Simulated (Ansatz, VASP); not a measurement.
**Ni: VASP beside Ansatz**

File INCAR:

```
  PREC = Accurate
  ENCUT = 520
  EDIFF = 1E-6
  ISMEAR = -1
  SIGMA = 0.05
  LREAL = F
  LASPH = T
  NELM = 150
  ALGO = Normal
  ISIF = 2
  LWAVE = F
  LCHARG = F
  ISPIN = 2
  MAGMOM = 0.672
  LORBIT = 11
  LMAXMIX = 4
  GGA = PE
  NBANDS = 15
```

KPOINTS

```
Automatic mesh
0
Gamma
  15 15 15
```

Contents of POSCAR:

```
Ni
1.0
    0.0000000000      1.7596893266      1.7596893266
    1.7596893266      0.0000000000      1.7596893266
    1.7596893266      1.7596893266      0.0000000000
Ni
1
Direct
    0.0000000000      0.0000000000      0.0000000000
```

Input for Ansatz:

```yaml
crystal:
  lattice:
    - [0.0, 1.7596893266, 1.7596893266]
    - [1.7596893266, 0.0, 1.7596893266]
    - [1.7596893266, 1.7596893266, 0.0]
  atoms:
    - { symbol: Ni, position: [0.0, 0.0, 0.0], spin: 0.672 }
hamiltonian:
  xc: pbe
  pseudopotentials:
    kind: paw
    azcp:
      Ni: "pseudopotentials/Ni.paw.azcp"
basis:
  ecutwfc: 500
  fft_grid_basis: typed
kpoints:
  mp_grid: { grid: [15, 15, 15], shift: [0, 0, 0] }
magnetization:
  spin_polarized: true
scf:
  occupations: { method: fermi_dirac, width: 0.05 }
  lower_state_search: "off"
output:
  stress: true
```

Alike in both runs: task single point; functional PBE; k mesh 15 × 15 × 15; occupations fermi-dirac, width 0.05 eV; collinear spin.

|  | VASP | Ansatz |
| --- | --- | --- |
| version | VASP 6.6.1 | Ansatz 0.2.0 |
| potentials or method | VASP PAW PBE potentials, release 64 (Ni), cutoff 520 eV | plane waves (500 eV) with PAW, scalar-relativistic |
| valence electrons in the cell | 10 | 18 |

VASP gave:

```
pressure (GPa)                                                : -0.1
net moment per atom (μB)                                      : 0.64
size of the moment on the site where the two differ most (μB) : 0.66
```

Q: What did Ansatz give for the same quantities?

A: Pressure (GPa): 0.0; net moment per atom (μB): 0.66; size of the moment on the site where the two differ most (μB): 0.70.

Site moments also hang on the region over which each program counts them. The functional is the same, so the differences come from potentials, cutoffs and numerics. VASP's potentials hold 10 valence electrons a cell and Ansatz's 18, so a difference there can come from the potentials and not from the codes.
